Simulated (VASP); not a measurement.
# CrC5: relaxation of cell and atoms with PBE

CrC5:

```
Cr C
1.0
     2.79887    0.00000    0.00000
    -1.39943    2.42389    0.00000
     0.00000    0.00000   19.10337
Cr C
2 10
Direct
  0.00000 0.00000 0.89800
  0.00000 0.00000 0.10200
  0.66667 0.33333 0.40100
  0.33333 0.66667 0.40100
  0.33333 0.66667 0.59900
  0.66667 0.33333 0.59900
  0.33333 0.66667 0.79650
  0.66667 0.33333 0.79650
  0.33333 0.66667 0.00000
  0.66667 0.33333 0.00000
  0.66667 0.33333 0.20350
  0.33333 0.66667 0.20350
```

```json
{"Program": "VASP 6.6.1", "Task": "relaxation of cell and atoms", "Functional": "PBE", "Potentials or basis": "VASP PAW PBE potentials, release 64 (Cr_pv, C)", "Cutoff": "600 eV", "k mesh": "7 × 7 × 1", "Occupations": "gaussian, width 0.2 eV", "Spin": "collinear spin, ferromagnetic start", "Starting moments": "[3.0, 3.0, 0.0, 0.0, 0.0, 0.0, 0.0, 0.0, 0.0, 0.0, 0.0, 0.0] μB", "Dipole correction": "no", "Further INCAR settings": "ALGO = Normal; EDIFF = 1e-06; IBRION = 2; EDIFFG = -0.08; NSW = 36; ISIF = 3"}
```

The relaxed volume is 9.33 Å³/atom and the relaxed cell is a = 2.500 Å, b = 2.500 Å, c = 20.688 Å, α = 90.00°, β = 90.00°, γ = 120.00°. The space group after relaxing (to 0.05 Å) is P6/mmm (No. 191), the energy gained by relaxing is 570.2 meV/atom and the ionic steps are 12. The pressure after relaxing is -0.1 GPa, the largest force after relaxing is 0.037 eV/Å and the band gap on the k mesh is zero (filled and empty bands overlap). The net moment is 0.00 μB per cell and the valence electrons inside the program's atomic spheres are Cr 11.01; C 2.60, 2.62.

Forces on the atoms (eV/Å):
```
Cr   0.000  0.000 -0.016
Cr   0.000  0.000  0.016
C    0.000  0.000 -0.005
C    0.000  0.000 -0.005
C    0.000  0.000  0.005
C    0.000  0.000  0.005
C    0.000  0.000 -0.037
C    0.000  0.000 -0.037
C    0.000  0.000  0.000
C    0.000  0.000  0.000
C    0.000  0.000  0.037
C    0.000  0.000  0.037
```

Stress tensor (GPa, compression positive):
```
-0.51  0.00  0.00
 0.00 -0.51  0.00
 0.00  0.00  0.87
```

Step by step:
| step | energy change (eV) | largest force (eV/Å) | pressure (GPa) | volume (Å³) |
| --- | --- | --- | --- | --- |
| 1 | 0.0000 | 0.6770 | -45.11 | 129.60 |
| 2 | 9.5216 | 1.2263 | 191.26 | 79.03 |
| 3 | -6.2051 | 1.4395 | -6.91 | 106.57 |
| 4 | -6.3371 | 1.4139 | 0.28 | 104.48 |
| 5 | -6.3530 | 1.3963 | 3.99 | 103.46 |
| 6 | -6.6396 | 0.6525 | 4.24 | 105.56 |
| 7 | -6.7827 | 0.1450 | 5.66 | 108.34 |
| 8 | -6.7885 | 0.1557 | 6.09 | 108.94 |
| 9 | -6.6464 | 0.0648 | -11.12 | 116.90 |
| 10 | -6.8352 | 0.0798 | -0.18 | 111.53 |
| 11 | -6.8352 | 0.0816 | -0.03 | 111.47 |
| 12 | -6.8421 | 0.0373 | -0.05 | 112.02 |

Final structure:
```yaml
crystal:
  lattice:
    - [2.50046, 0.00000, 0.00000]
    - [-1.25023, 2.16546, 0.00000]
    - [0.00000, 0.00000, 20.68816]
  atoms:
    - { symbol: Cr, position: [0.00000, 0.00000, 0.88838] }
    - { symbol: Cr, position: [0.00000, 0.00000, 0.11162] }
    - { symbol: C, position: [0.66667, 0.33333, 0.40085] }
    - { symbol: C, position: [0.33333, 0.66667, 0.40085] }
    - { symbol: C, position: [0.33333, 0.66667, 0.59915] }
    - { symbol: C, position: [0.66667, 0.33333, 0.59915] }
    - { symbol: C, position: [0.33333, 0.66667, 0.79579] }
    - { symbol: C, position: [0.66667, 0.33333, 0.79579] }
    - { symbol: C, position: [0.33333, 0.66667, 0.00000] }
    - { symbol: C, position: [0.66667, 0.33333, 0.00000] }
    - { symbol: C, position: [0.66667, 0.33333, 0.20421] }
    - { symbol: C, position: [0.33333, 0.66667, 0.20421] }
```

Levels at points of the mesh, in eV from the Fermi level:
Spin up:
```
           k point  band 29  band 30  band 31  band 32  band 33  band 34  band 35  band 36
(0.00, 0.00, 0.00)    -0.58    -0.58    -0.55    -0.55     0.44     0.87     0.87     0.90
```
Spin down:
```csv
k point,band 29,band 30,band 31,band 32,band 33,band 34,band 35,band 36
"(0.00, 0.00, 0.00)",-0.58,-0.58,-0.55,-0.55,0.44,0.87,0.87,0.90
```

Wall time 18 min on 1 thread of Intel(R) Xeon(R) 6975P-C (Granite Rapids), with other jobs on the host, peak memory 0.41 GiB.

Caveat: the k points lie up to 0.41 Å⁻¹ apart in the final cell; the starting moments collapsed, and a magnetic state may lie lower; this functional lacks dispersion, which binds the layers, so the pressure and a relaxed spacing across them are unreliable; the relaxation stopped at a loose force limit of 0.08 eV/Å, so its end isn't a converged minimum.
